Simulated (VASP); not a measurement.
Input of a VASP 6.6.1 run:

File INCAR:

```
SYSTEM = H6C2O
ALGO = Normal ; EDIFF = 1E-6
EDIFFG = -0.3 ; ENCUT = 520
GGA = PE ; IBRION = 2
ISIF = 2 ; ISMEAR = -1
IVDW = 12 ; LASPH = .True.
LCHARG = .False. ; LREAL = Auto
LWAVE = .False. ; NELM = 100
NSW = 35 ; PREC = Accurate
SIGMA = 0.05
```

Contents of KPOINTS:

```
k-points
0
Gamma
  1 1 1
  0 0 0
```

Contents of POSCAR:

```
H6C2O
1.0
    7.0419250000      0.0000000000      0.0000000000
    0.0000000000      7.0419250000      0.0000000000
    0.0000000000      0.0000000000      7.0419250000
C O H
8 4 24
Direct
    0.5614915000      0.4362277000      0.0675797000
    0.6305929000      0.2419301000      0.0078171000
    0.9330747000      0.8163645000      0.1842188000
    0.9860648000      0.6695477000      0.3316468000
    0.4316180000      0.7818497000      0.3177168000
    0.3804203000      0.9566204000      0.4314363000
    0.8646783000      0.4500579000      0.6945039000
    1.0588864000      0.5255863000      0.7462417000
    0.5848710000      0.2201377000     -0.1883710000
    1.0387247000      0.5012200000      0.2319077000
    0.3461367000      0.8960038000      0.6217136000
    1.0503292000      0.7274561000      0.7310584000
    0.6288053000      0.0955460000     -0.2280269000
    0.7845378000      0.2301865000      0.0308825000
    0.5614853000      0.1314977000      0.0938274000
    0.5925305000      0.4617299000      0.2175533000
    0.6311882000      0.5457352000     -0.0171956000
    0.4084002000      0.4471635000      0.0456748000
    1.0730330000      0.4060061000      0.3256263000
    1.1041794000      0.7216832000      0.4193951000
    0.8651139000      0.6426276000      0.4265948000
    0.8910783000      0.9495428000      0.2520840000
    1.0537592000      0.8437566000      0.0908309000
    0.8149771000      0.7647948000      0.0980220000
    0.3131057000      1.0075094000      0.6958847000
    0.4969871000      1.0603124000      0.4260437000
    0.2537497000      1.0249123000      0.3709405000
    0.4597462000      0.8190814000      0.1696342000
    0.5581366000      0.7149360000      0.3773152000
    0.3151877000      0.6795779000      0.3222774000
    1.1746499000      0.7772492000      0.7640871000
    1.0965750000      0.4820821000      0.8913482000
    1.1667993000      0.4668996000      0.6499109000
    0.8619451000      0.2950797000      0.7034546000
    0.7579074000      0.5075779000      0.7910844000
    0.8280484000      0.4924134000      0.5499334000
```

Potentials or basis: VASP PAW PBE potentials, release 64 (C, O, H).

Run with:

```sh
$ cat potpaw_PBE.64/C/POTCAR potpaw_PBE.64/O/POTCAR potpaw_PBE.64/H/POTCAR > POTCAR
$ mpirun -np 1 vasp_gam > vasp.out
```

Q: What does it give for the band gap on the k mesh?

A: 4.37 eV.

Q: Predict the energy gained by relaxing.

A: 29.0 meV/atom.

Step by step:
```csv
step,energy change (eV),largest force (eV/Å),pressure (GPa)
1,0.0000,1.1116,2.76
2,-0.1256,1.6148,2.60
3,-0.1419,1.1109,2.61
4,-0.2649,0.7550,2.30
5,-0.3125,1.0803,1.98
6,-0.4154,0.4544,1.99
7,-0.4249,0.7456,2.01
8,-0.5243,0.7596,1.51
9,-0.5689,1.1775,0.85
10,-0.6474,0.5957,0.73
11,-0.7066,0.8275,0.44
12,-0.7705,0.5129,0.61
13,-0.7906,0.6277,0.78
14,-0.8388,0.3934,0.93
15,-0.8568,0.7498,1.10
16,-0.8936,0.4126,1.22
17,-0.9100,0.4354,1.38
18,-0.9384,0.3235,1.22
19,-0.9499,0.5810,1.03
20,-0.9723,0.3120,0.89
21,-0.9786,0.4435,0.77
22,-1.0000,0.3747,0.82
23,-1.0249,0.4238,0.96
24,-1.0441,0.2486,1.01
```

Caveat: the k points lie up to 0.89 Å⁻¹ apart, too coarse for converged energies, forces and pressures; the relaxation stopped at a loose force limit of 0.3 eV/Å, so its end isn't a converged minimum.
